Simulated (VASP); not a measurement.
A run of VASP 6.6.1 is set up as follows.

INCAR

```
SYSTEM = Se
ALGO = Normal ; EDIFF = 1E-6
ENCUT = 520 ; GGA = RE
ISIF = 2 ; ISMEAR = -1
LASPH = .TRUE. ; LCHARG = .FALSE.
LREAL = .FALSE. ; LWAVE = .FALSE.
NBANDS = 16 ; NELM = 100
PREC = Accurate ; SIGMA = 0.05
```

Contents of KPOINTS:

```
k-points
0
G
  7 7 6
  0 0 0
```

The input POSCAR:

```
Se
1.0
    4.3951160745      0.0000000000      0.0000000000
   -2.1975580372      3.8062821731      0.0000000000
    0.0000000000      0.0000000000      4.9864062541
Se
3
Direct
    0.7746000000      0.7746000000      0.0000000000
    0.0000000000      0.2254000000      0.6666666667
    0.2254000000      0.0000000000      0.3333333333
```

Potentials or basis: VASP PAW PBE potentials, release 64 (Se).

Run with:

```sh
$ cat potpaw_PBE.64/Se/POTCAR > POTCAR
$ mpirun -np 1 vasp_std > vasp.out
```

(1) Estimate the pressure.

(2) What does it give for the largest force?

(3) Predict the band gap on the k mesh.

Results:

(1) 2.9 GPa.

(2) 0.213 eV/Å.

(3) 1.23 eV (least direct gap 1.47 eV).

Caveat: the PAW data sets were made with another functional, which shifts forces and pressure a little.
